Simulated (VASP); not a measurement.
# AlN (Cm) in VASP: further runs

AlN is run at these levels: PBEsol; tasks: single point.

Everything below comes from runs of VASP 6.6.1. Logs are shortened: lines on timing, memory, paths and dates and some standing lists are left out, and cuts for length are marked.

**1. The cell of the first run**

Symmetry: Cm, No. 8, monoclinic system. The conventional cell has a = 6.190 Å, b = 6.190 Å, c = 4.377 Å, α = 90.00°, β = 90.00°, γ = 90.00°. Al (site symmetry m) has 4 N at 1.71 to 2.23 Å within 2.3 Å. Al (site symmetry 1) has 4 N at 1.90 Å within 2.5 Å. Al (site symmetry m) has 4 N at 1.90 Å within 2.5 Å. N (site symmetry m) has 4 Al at 1.90 to 2.05 Å within 2.5 Å. N (site symmetry 1) has 4 Al at 1.71 to 1.90 Å within 2.3 Å. Within 2.5 Å of N (site symmetry m) lie 4 Al at 1.90 to 2.23 Å.

**2. Single point, PBEsol (atom 1 (Al) moved by -0.126 Å along [1 1 0] and -0.378 Å along [0 0 1])**

INCAR

```
ALGO     = Normal         # electronic algorithm
EDIFF    = 1E-6           # SCF threshold, eV
ENCUT    = 520            # plane-wave cutoff, eV
GGA      = PS             # functional
ISIF     = 2              # what is computed and relaxed
ISMEAR   = 0              # smearing method
LASPH    = True           # aspherical terms in the spheres
LCHARG   = False          # write CHGCAR
LREAL    = False          # projectors in reciprocal space
LWAVE    = False          # write WAVECAR
NBANDS   = 26             # bands
NELM     = 60             # most SCF steps
PREC     = Accurate       # precision mode
SIGMA    = 0.05           # smearing width, eV
```

KPOINTS

```
k-points
0
Gamma
  6 6 6
```

POSCAR

```
AlN
1.0
    4.3771405283      0.0000000000      0.0000000000
    0.0000000000     -4.3771405283      0.0000000000
    0.0000000000      0.0000000000     -4.3771405283
Al N
4 4
Direct
   -0.0203547165      0.0863577483     -0.0203547165
    0.5000000000      0.5000000000      0.0000000000
    0.5000000000      0.0000000000      0.5000000000
    0.0000000000      0.5000000000      0.5000000000
    0.7500000000      0.7500000000      0.7500000000
    0.2500000000      0.2500000000      0.7500000000
    0.2500000000      0.7500000000      0.2500000000
    0.7500000000      0.2500000000      0.2500000000
```

Potentials or basis: VASP PAW PBE potentials, release 64 (Al, N).

On the command line:

```bash
> cat potpaw_PBE.64/Al/POTCAR potpaw_PBE.64/N/POTCAR > POTCAR
> mpirun -np 1 vasp_std > vasp.out
```

OUTCAR:

```text
EDIFF = 1E-6
   ENCUT = 520
   GGA = PS
   ISIF = 2
   ISMEAR = 0
   LASPH = True
   LREAL = False
   NELM = 60
   PREC = Accurate

 ion  position               nearest neighbor table
   1  0.980  0.086  0.980-   6 1.71   8 1.71   5 2.05   7 2.23   2 2.77   4 2.77   2 2.91   4 2.91
                             3 2.99   3 3.12   3 3.12   3 3.24   2 3.32   4 3.32
   2  0.500  0.500  0.000-   5 1.90   6 1.90   7 1.90   8 1.90   1 2.77   1 2.91   4 3.10   3 3.10
                             4 3.10   3 3.10   3 3.10   3 3.10   4 3.10   4 3.10   1 3.32
   3  0.500  0.000  0.500-   5 1.90   6 1.90   7 1.90   8 1.90   1 2.99   2 3.10   4 3.10   2 3.10
                             2 3.10   4 3.10   2 3.10   4 3.10   4 3.10   1 3.12   1 3.12   1 3.24
   4  0.000  0.500  0.500-   5 1.90   6 1.90   7 1.90   8 1.90   1 2.77   1 2.91   3 3.10   2 3.10
                             2 3.10   3 3.10   2 3.10   3 3.10   2 3.10   3 3.10   1 3.32
   5  0.750  0.750  0.750-   2 1.90   3 1.90   4 1.90   1 2.05
   6  0.250  0.250  0.750-   1 1.71   2 1.90   3 1.90   4 1.90
   7  0.250  0.750  0.250-   2 1.90   3 1.90   4 1.90   1 2.23
   8  0.750  0.250  0.250-   1 1.71   2 1.90   3 1.90   4 1.90

  LATTYP: Found a simple cubic cell.
 ALAT       =     4.3771405283

  Lattice vectors:

 A1 = (   4.3771405283,   0.0000000000,   0.0000000000)
 A2 = (   0.0000000000,  -4.3771405283,   0.0000000000)
 A3 = (   0.0000000000,   0.0000000000,  -4.3771405283)

Analysis of symmetry for initial positions (statically):
=====================================================================
 Subroutine PRICEL returns:
 Original cell was already a primitive cell.

 Routine SETGRP: Setting up the symmetry group for a
 simple cubic supercell.

 Subroutine GETGRP returns: Found  2 space group operations
 (whereof  2 operations were pure point group operations)
 out of a pool of 48 trial point group operations.

The static configuration has the point symmetry C_1h.

Analysis of symmetry for dynamics (positions and initial velocities):
=====================================================================
 Subroutine PRICEL returns:
 Original cell was already a primitive cell.

 Routine SETGRP: Setting up the symmetry group for a
 simple cubic supercell.

 Subroutine GETGRP returns: Found  2 space group operations
 (whereof  2 operations were pure point group operations)
 out of a pool of 48 trial point group operations.

The dynamic configuration has the point symmetry C_1h.

 Subroutine INISYM returns: Found  2 space group operations
 (whereof  2 operations are pure point group operations),
 and found     1 'primitive' translations

----------------------------------------------------------------------------------------

                                     Primitive cell

  volume of cell :      83.8632

  direct lattice vectors                    reciprocal lattice vectors
     4.377140528  0.000000000  0.000000000     0.228459652  0.000000000  0.000000000
     0.000000000 -4.377140528  0.000000000     0.000000000 -0.228459652  0.000000000
     0.000000000  0.000000000 -4.377140528     0.000000000  0.000000000 -0.228459652

  length of vectors
     4.377140528  4.377140528  4.377140528     0.228459652  0.228459652  0.228459652

  position of ions in fractional coordinates (direct lattice)
     0.979645283  0.086357748  0.979645283
     0.500000000  0.500000000  0.000000000
     0.500000000  0.000000000  0.500000000
     0.000000000  0.500000000  0.500000000
     0.750000000  0.750000000  0.750000000
     0.250000000  0.250000000  0.750000000
     0.250000000  0.750000000  0.250000000
     0.750000000  0.250000000  0.250000000

  ion indices of the primitive-cell ions
   primitive index   ion index
                 1           1
                 2           2
                 3           3
                 4           4
                 5           5
                 6           6
                 7           7
                 8           8

----------------------------------------------------------------------------------------

 KPOINTS: k-points

Automatic generation of k-mesh.
 Grid dimensions read from file:
 generate k-points for:    6    6    6

 Generating k-lattice:

  Cartesian coordinates                     Fractional coordinates (reciprocal lattice)
     0.038076609  0.000000000  0.000000000     0.166666667  0.000000000  0.000000000
     0.000000000 -0.038076609  0.000000000     0.000000000  0.166666667  0.000000000
     0.000000000  0.000000000 -0.038076609     0.000000000  0.000000000  0.166666667

  Length of vectors
     0.038076609  0.038076609  0.038076609

  Shift w.r.t. Gamma in fractional coordinates (k-lattice)
     0.000000000  0.000000000  0.000000000

 Subroutine IBZKPT returns following result:
 ===========================================

 Found     68 irreducible k-points:

 Following reciprocal coordinates:
            Coordinates               Weight
  0.000000  0.000000  0.000000      1.000000
  0.166667  0.000000  0.000000      4.000000
  0.000000  0.166667  0.000000      2.000000
  0.333333  0.000000  0.000000      4.000000
  0.000000  0.333333  0.000000      2.000000
  0.500000  0.000000  0.000000      2.000000
[... 16 lines left out ...]
 -0.333333  0.333333  0.000000      4.000000
 -0.333333  0.000000  0.333333      2.000000
 [... further k-points ...]
   k-points           NKPTS =     68   k-points in BZ     NKDIM =     68   number of bands    NBANDS=     26
   number of dos      NEDOS =    301   number of ions     NIONS =      8
   total plane-waves  NPLWV =  46656
   dimension x,y,z NGX =    36 NGY =   36 NGZ =   36
   dimension x,y,z NGXF=    72 NGYF=   72 NGZF=   72
   ions per type =               4   4
   NGX,Y,Z   is equivalent  to a cutoff of  13.67, 13.67, 13.67 a.u.
   NGXF,Y,Z  is equivalent  to a cutoff of  27.35, 27.35, 27.35 a.u.
 SYSTEM =  unknown system
   PREC   = accura    normal or accurate (medium, high low for compatibility)
   ISTART =      0    job   : 0-new  1-cont  2-samecut
   ICHARG =      2    charge: 1-file 2-atom 10-const
   ISPIN  =      1    spin polarized calculation?
   LNONCOLLINEAR =      F non collinear calculations
   LSORBIT =      F    spin-orbit coupling
   LASPH  =      T    aspherical Exc in radial PAW
   ENCUT  =  520.0 eV  38.22 Ry    6.18 a.u.   8.14  8.14  8.14*2*pi/ulx,y,z
   NELM   =     60;   NELMIN=  2; NELMDL= -5     # of ELM steps
   EDIFF  = 0.1E-05   stopping-criterion for ELM
   LREAL  =      F    real-space projection
   EDIFFG = 0.1E-04   stopping-criterion for IOM
   NSW    =      0    number of steps for IOM
   IBRION =     -1    ionic relax: 0-MD 1-quasi-New 2-CG
   NFREE  =      0    steps in history (QN), initial steepest desc. (CG)
   ISIF   =      2    stress and relaxation
   ISYM   =      2    0-nonsym 1-usesym 2-fastsym
   POTIM  = 0.5000    time-step for ionic-motion
   TEBEG  =    0.0;   TEEND  =   0.0 temperature during run
   PSTRESS=    0.0 pullay stress
   NELECT =      32.0000    total number of electrons
   NUPDOWN=      -1.0000    fix difference up-down
   EMIN   =  10.00;   EMAX   =-10.00  energy-range for DOS
   EFERMI =   0.00;   METHOD = LEGACY
   ISMEAR =     0;   SIGMA  =   0.05  broadening in eV -4-tet -1-fermi 0-gaus
   EFERMI_NEDOS =   21; number of points for ismear=-14 and -15
   IALGO  =     38    algorithm
   IMIX   =      4    mixing-type and parameters
     AMIX     =   0.40;   BMIX     =  1.00
     AMIX_MAG =   1.60;   BMIX_MAG =  1.00
  volume/ion in A,a.u.               =      10.48        70.74
  Fermi-wavevector in a.u.,A,eV,Ry     =   1.187411  2.243881 19.183459  1.409944
  Thomas-Fermi vector in A             =   2.323563
   LORBIT       =      0    0 simple, 1 ext, 2 COOP (PROOUT), +10 PAW based schemes
   GGA     = PS    functional components
   LHFCALC =     F    Hartree Fock is set to
   AEXX    =    0.0000 exact exchange contribution
   IVDW    =     0    specifies the selected vdW correction
   LEPSILON=     F    determine dielectric tensor
   LRPA    =     F    only Hartree local field effects (RPA)
 non-spin polarized calculation
 Gauss-broadening in eV      SIGMA  =   0.05
  energy-cutoff  :      520.00
  volume of cell :       83.86
 maximum number of plane-waves:      2301
 NGX is ok and might be reduce to    36
   NGX = 17   NGY = 17   NGZ = 17

 number of electron      31.9999992 magnetization

 Free energy of the ion-electron system (eV)
  ---------------------------------------------------
  ext. energy  EPLUGINS =         0.00000000
  ---------------------------------------------------
  free energy    TOTEN  =       -60.98602173 eV

  energy without entropy =      -60.98602173  energy(sigma->0) =      -60.98602173

 E-fermi :   6.6427     XC(G=0): -11.0960

 val. band max:        6.3913943363   @ k =   0.5000   0.5000   0.5000
 cond. band min:       7.7656295101   @ k =   0.0000   0.0000   0.0000
 fundamental gap:      1.3742351738
 Fermi energy:         6.6427036321

 k-point     1 :       0.0000    0.0000    0.0000
  band No.  band energies     occupation
      1      -9.3165      2.00000
      2      -7.0997      2.00000
      3      -6.4008      2.00000
      4      -5.7485      2.00000
      5       0.6055      2.00000
      6       0.7071      2.00000
[... 18 lines left out ...]
     25      18.2182      0.00000
     26      18.3965      0.00000

 k-point     2 :       0.1667    0.0000    0.0000
  band No.  band energies     occupation
      1      -9.1862      2.00000
      2      -7.2303      2.00000
      3      -6.4009      2.00000
      4      -5.8383      2.00000
      5       0.7748      2.00000
      6       0.9198      2.00000
[... 18 lines left out ...]
     25      18.2856      0.00000
     26      18.4957      0.00000

 k-point     3 :       0.0000    0.1667    0.0000
  band No.  band energies     occupation
      1      -9.2013      2.00000
      2      -7.0887      2.00000
      3      -6.6116      2.00000
      4      -5.7507      2.00000
      5       0.7591      2.00000
      6       0.8426      2.00000
[... 18 lines left out ...]
     25      18.3970      0.00000
     26      18.4365      0.00000

 k-point     4 :       0.3333    0.0000    0.0000
  band No.  band energies     occupation
      1      -8.8141      2.00000
      2      -7.6521      2.00000
      3      -6.4009      2.00000
      4      -5.9510      2.00000
      5       1.2078      2.00000
      6       1.4348      2.00000
[... 18 lines left out ...]
     25      17.3226      0.00000
     26      17.7336      0.00000
[... 496 lines left out ...]
      1      -8.3979      2.00000
      2      -7.6760      2.00000
      3      -6.6640      2.00000
      4      -6.1826      2.00000
      5       0.6852      2.00000
      6       1.2810      2.00000
[... 18 lines left out ...]
     25      16.5282      0.00000
     26      16.9288      0.00000

 k-point    23 :      -0.3333    0.3333    0.0000
  band No.  band energies     occupation
      1      -8.4667      2.00000
      2      -7.5195      2.00000
      3      -6.8476      2.00000
      4      -6.0677      2.00000
      5       0.8877      2.00000
      6       1.3715      2.00000
[... 18 lines left out ...]
     25      16.3520      0.00000
     26      16.5807      0.00000

 k-point    24 :      -0.3333    0.0000    0.3333
  band No.  band energies     occupation
      1      -8.3864      2.00000
      2      -7.6912      2.00000
      3      -6.6606      2.00000
      4      -6.1858      2.00000
      5       0.7542      2.00000
      6       1.1959      2.00000
[... 18 lines left out ...]
     25      16.7431      0.00000
     26      16.8658      0.00000

 [... further k-points ...]

------------------------ aborting loop because EDIFF is reached ----------------------------------------

  FORCE on cell =-STRESS in cart. coord.  units (eV):
  Direction    XX          YY          ZZ          XY          YZ          ZX
  --------------------------------------------------------------------------------------
  -------------------------------------------------------------------------------------
  Total        4.0655372     -0.6047527      4.0655372      0.0779899     -0.0779898      3.8854559
  in kB       77.6706697    -11.5535892     77.6706697      1.4899689     -1.4899687     74.2302801
  external PRESSURE =      47.9292501 kB  Pullay stress =       0.0000000 kB

 VOLUME and BASIS-vectors are now :
 -----------------------------------------------------------------------------
  energy-cutoff  :      520.00
  volume of cell :       83.86
      direct lattice vectors                 reciprocal lattice vectors
     4.377140528  0.000000000  0.000000000     0.228459652  0.000000000  0.000000000
     0.000000000 -4.377140528  0.000000000     0.000000000 -0.228459652  0.000000000
     0.000000000  0.000000000 -4.377140528     0.000000000  0.000000000 -0.228459652

 POSITION                                       TOTAL-FORCE (eV/Angst)
 -----------------------------------------------------------------------------------
      4.28805     -0.37800     -4.28805         0.624799      6.855959     -0.624799
      2.18857     -2.18857      0.00000        -0.544798     -1.761446     -0.352739
      2.18857      0.00000     -2.18857        -0.451402      1.175694      0.451402
      0.00000     -2.18857     -2.18857         0.352739     -1.761446      0.544798
      3.28286     -3.28286     -3.28286         0.202328     -0.770793     -0.202328
      1.09429     -1.09429     -3.28286         1.735543     -1.604008      1.663736
      1.09429     -3.28286     -1.09429        -0.255473     -0.529951      0.255473
      3.28286     -1.09429     -1.09429        -1.663736     -1.604008     -1.735543
 -----------------------------------------------------------------------------------
    total drift:                                0.000096     -0.001265     -0.000096

  FREE ENERGIE OF THE ION-ELECTRON SYSTEM (eV)
  ---------------------------------------------------
  free  energy   TOTEN  =       -60.9860217306 eV

  energy  without entropy=      -60.9860217306  energy(sigma->0) =      -60.98602173
```

Wall time 78 s (1 thread of AMD EPYC 9R45 (Zen 5), shared host); peak memory 0.23 GiB.

Results:

```yaml
Free_energy: -60.9860 eV
Pressure: 4.8 GPa
Largest_force: 6.913 eV/Å
Band_gap_on_the_k_mesh: 1.37 eV (least direct gap 1.40 eV)
```

Forces in eV/Å, atoms in the order of the input:
```
Al   0.625  6.856 -0.625
Al  -0.545 -1.761 -0.353
Al  -0.451  1.176  0.451
Al   0.353 -1.761  0.545
N    0.202 -0.771 -0.202
N    1.736 -1.604  1.664
N   -0.255 -0.530  0.255
N   -1.664 -1.604 -1.736
```

Levels at points of the mesh, in eV from the valence-band top:
```
           k point  band 14  band 15  band 16  band 17  band 18  band 19
(0.00, 0.00, 0.00)    -0.54    -0.53    -0.03     1.37     2.45     3.45
(0.50, 0.00, 0.00)    -1.58    -1.36    -1.05     3.93     4.87     6.01
(0.00, 0.50, 0.00)    -2.21    -1.01    -0.60     4.16     5.09     5.88
(0.50, 0.50, 0.00)    -1.06    -0.95    -0.63     5.75     6.67     7.59
(0.50, 0.00, 0.50)    -1.71    -0.59    -0.14     5.70     6.77     7.52
(0.50, 0.50, 0.50)    -0.77    -0.52     0.00     6.01     6.34     6.52
```

Caveat: the cell differs from its parent crystal (atom 1 (Al) moved by -0.126 Å along [1 1 0] and -0.378 Å along [0 0 1]); the cell stands under pressure; the PAW data sets were made with another functional, which shifts forces and pressure a little. A k mesh can miss the band edges.

**3. Single point, PBEsol (atom 1 (Al) moved by -0.126 Å along [1 1 0] and +0.378 Å along [0 0 1])**

INCAR

```
SYSTEM = AlN
  ALGO = Normal
  EDIFF = 1E-6
  ENCUT = 520
  GGA = PS
  ISIF = 2
  ISMEAR = 0
  LASPH = .TRUE.
  LCHARG = .FALSE.
  LREAL = .FALSE.
  LWAVE = .FALSE.
  NBANDS = 26
  NELM = 80
  PREC = Accurate
  SIGMA = 0.05
```

KPOINTS

```
k-points
0
G
  6 6 6
  0 0 0
```

Changes to POSCAR since step 2:

```diff
@@ -8,3 +8,3 @@
 Direct
-   -0.0203547165      0.0863577483     -0.0203547165
+   -0.0203547165     -0.0863577483     -0.0203547165
     0.5000000000      0.5000000000      0.0000000000
```

Potentials or basis: VASP PAW PBE potentials, release 64 (Al, N).

On the command line:

```bash
> cat potpaw_PBE.64/Al/POTCAR potpaw_PBE.64/N/POTCAR > POTCAR
> mpirun -np 1 vasp_std > vasp.out
```

It took 84 s on 1 thread of AMD EPYC 9R45 (Zen 5), shared host; peak memory 0.23 GiB.

It converged, with:

```yaml
Free_energy: -60.6082 eV
Pressure: 6.3 GPa
Largest_force: 10.654 eV/Å
Band_gap_on_the_k_mesh: 1.78 eV (least direct gap 1.81 eV)
```

Forces on the atoms (eV/Å):
```
Al   4.941 -8.042 -4.941
Al  -0.451  1.733 -0.254
Al  -0.369 -1.148  0.369
Al   0.254  1.733  0.451
N   -4.429  3.579  4.429
N   -0.398  0.703 -0.152
N    0.299  0.738 -0.299
N    0.152  0.703  0.398
```

Stress tensor (GPa, compression positive):
```
 9.50 -5.13 -9.73
-5.13 -0.04  5.13
-9.73  5.13  9.50
```

Levels at points of the mesh, in eV from the valence-band top:
```csv
k point,band 12,band 13,band 14,band 15,band 16,band 17,band 18,band 19,band 20,band 21
"(0.00, 0.00, 0.00)",-2.04,-1.96,-0.53,-0.41,-0.03,1.78,2.19,3.33,4.01,7.35
"(0.50, 0.00, 0.00)",-2.54,-1.62,-1.43,-1.33,-1.09,4.34,4.60,5.82,6.33,8.95
"(0.00, 0.50, 0.00)",-3.06,-2.45,-2.15,-0.96,-0.56,4.65,4.76,5.69,6.29,8.92
"(0.50, 0.50, 0.00)",-2.25,-1.34,-1.09,-0.96,-0.54,6.27,6.30,7.51,8.01,8.09
"(0.50, 0.00, 0.50)",-2.73,-2.02,-1.71,-0.55,-0.09,6.11,6.47,7.43,7.82,8.09
"(0.50, 0.50, 0.50)",-1.01,-0.92,-0.62,-0.50,0.00,6.02,6.44,6.63,6.89,8.30
```

Caveat: the cell differs from its parent crystal (atom 1 (Al) moved by -0.126 Å along [1 1 0] and +0.378 Å along [0 0 1]); the cell stands under pressure; the PAW data sets were made with another functional, which shifts forces and pressure a little.

(Continued in part 2 of 2.)
